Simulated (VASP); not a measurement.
## MoS2: single point with PBE+D3(BJ)

The system is MoS2.

```xyz
3
Lattice="3.2382 0.0000 0.0000 -1.6191 2.8043 0.0000 0.0000 0.0000 6.2856" Properties=species:S:1:pos:R:3 pbc="T T T"
Mo    0.0000    0.0000    0.0000
S     0.0000    1.8696    1.7186
S     0.0000    1.8696    4.5670
```

This cell differs from its parent crystal: c/a of the conventional cell at fixed volume 1.9411.

```yaml
Program: VASP 6.6.1
Task: single point
Functional: PBE
Dispersion: D3(BJ)
Potentials_or_basis: VASP PAW PBE potentials, release 64 (Mo_sv, S)
Cutoff: 500 eV
k_mesh: 12 × 12 × 4
Occupations: gaussian, width 0.05 eV
Spin: no spin polarisation
Dipole_correction: no
Further_INCAR_settings: ALGO = Normal; EDIFF = 1e-06; NBANDS = 20
```

```
Pressure                   : -14.9 GPa
Largest force              : 3.263 eV/Å
Band gap on the k mesh     : 0.45 eV, indirect (least direct gap 1.30 eV)
Dispersion energy per atom : -0.396 eV
```

Forces in eV/Å, atoms in the order of the input:
```
Mo   0.000  0.000  0.000
S    0.000  0.000 -3.263
S    0.000  0.000  3.263
```

Stress tensor (GPa, compression positive):
```
-13.35   0.00   0.00
  0.00 -13.35   0.00
  0.00   0.00 -18.08
```

Levels at points of the mesh, in eV from the valence-band top:
```csv
k point,band 10,band 11,band 12,band 13,band 14,band 15,band 16,band 17
"(0.00, 0.00, 0.00)",-1.49,-1.46,-1.46,-0.75,1.63,1.63,2.06,2.06
"(0.50, 0.00, 0.00)",-2.98,-1.63,-1.58,-1.45,1.58,1.63,3.19,3.48
"(0.00, 0.00, 0.50)",-2.37,-1.59,-1.59,0.00,1.74,1.74,2.04,2.04
"(0.50, 0.00, 0.50)",-3.62,-3.14,-1.08,-0.59,1.62,2.09,2.21,2.61
```

Run time: 40 s on 1 thread of Intel Xeon 6975P-C, on a shared host, peak memory 0.21 GiB.

Caveat: forces of over 1 eV/Å act on the atoms, so gaps and moduli don't describe the material at rest. A k mesh can miss the band edges.
